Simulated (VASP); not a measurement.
Input of a VASP 6.6.1 run:

INCAR

```
PREC     = Accurate       # precision mode
ENCUT    = 520            # plane-wave cutoff, eV
EDIFF    = 1E-7           # SCF threshold, eV
ISMEAR   = 0              # smearing method
SIGMA    = 0.05           # smearing width, eV
LREAL    = False          # projectors in reciprocal space
LASPH    = True           # aspherical terms in the spheres
NELM     = 100            # most SCF steps
ALGO     = Normal         # electronic algorithm
ISIF     = 2              # what is computed and relaxed
LWAVE    = False          # write WAVECAR
LCHARG   = False          # write CHGCAR
LDIPOL   = True         
IDIPOL   = 3            
DIPOL    = 0.5 0.5 0.396
GGA      = PE             # functional
IVDW     = 12             # dispersion correction
NBANDS   = 31             # bands
```

Contents of KPOINTS:

```
Automatic mesh
0
Gamma
  9 9 1
```

POSCAR

```
PtS2
1.0
    3.5415277692      0.0000000000      0.0000000000
   -1.7707638846      3.0670530163      0.0000000000
    0.0000000000      0.0000000000     22.4670602589
S Pt
4 2
Direct
    0.6666666667      0.3333333333      0.2002932270
    0.3333333333      0.6666666667      0.3108341745
    0.5000000000      1.3333333333      0.4817510615
    0.8333333333      1.0000000000      0.5922920091
    0.0000000000      0.0000000000      0.2555637007
    1.1666666667      1.6666666667      0.5370215353
```

Potentials or basis: VASP PAW PBE potentials, release 64 (S, Pt).

Command:

```sh
$ cat potpaw_PBE.64/S/POTCAR potpaw_PBE.64/Pt/POTCAR > POTCAR
$ mpirun -np 1 vasp_std > vasp.out
```

(1) What does it give for the dispersion energy per atom?

(2) Predict the band gap on the k mesh.

(3) Predict the largest force.

Results:

(1) -0.305 eV.

(2) 1.61 eV, indirect (least direct gap 1.69 eV).

(3) 0.053 eV/Å.

Caveat: spin-orbit coupling is left out, which moves the levels of the heavy elements.
